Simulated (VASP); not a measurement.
Input of a VASP 6.6.1 run:

The input POSCAR:

```
Ir2Cl
1.0
    0.0000000000      2.8739315119      2.8739315119
    2.8739315119      0.0000000000      2.8739315119
    2.8739315119      2.8739315119      0.0000000000
Ir Cl
2 1
Direct
    0.2500000000      0.2500000000      0.2500000000
    0.7500000000      0.7500000000      0.7500000000
    0.0000000000      0.0000000000      0.0000000000
```

Contents of INCAR.step1:

```
SYSTEM = Ir2Cl
ALGO = Normal ; EDIFF = 1E-4
ENCUT = 520 ; GGA = PE
ISMEAR = 0 ; LASPH = .True.
LCHARG = .False. ; LREAL = .False.
LWAVE = .True. ; NBANDS = 20
NELM = 100 ; PREC = Accurate
SIGMA = 0.1
```

The input INCAR.step2:

```
SYSTEM = Ir2Cl
ALGO = Normal ; EDIFF = 1E-7
ENCUT = 520 ; ISIF = 2
ISMEAR = 0 ; ISTART = 1
LASPH = .True. ; LCHARG = .True.
LELF = .True. ; LMIXTAU = .True.
LREAL = .False. ; LVHAR = .True.
LWAVE = .False. ; METAGGA = R2SCAN
NBANDS = 20 ; NELM = 100
PREC = Accurate ; SIGMA = 0.1
```

Contents of KPOINTS:

```
k-points
0
Gamma
  14 14 14
  0 0 0
```

Potentials or basis: VASP PAW PBE potentials, release 64 (Ir, Cl).

Run with:

```console
$ cat potpaw_PBE.64/Ir/POTCAR potpaw_PBE.64/Cl/POTCAR > POTCAR
$ cp INCAR.step1 INCAR
$ mpirun -np 1 vasp_std > vasp.out
$ cp INCAR.step2 INCAR
$ mpirun -np 1 vasp_std > vasp.out
```

Task: Estimate the band gap on the k mesh.

Result: Zero (an odd number of electrons rules out a gap without spin polarisation).

Task: Predict the pressure.

Result: 1.4 GPa.

Caveat: the PAW data sets were made with another functional, which shifts forces and pressure a little; spin-orbit coupling is left out, which moves the levels of the heavy elements; an odd number of electrons without spin polarisation forces a metal; a magnetic or distorted state may lie lower.
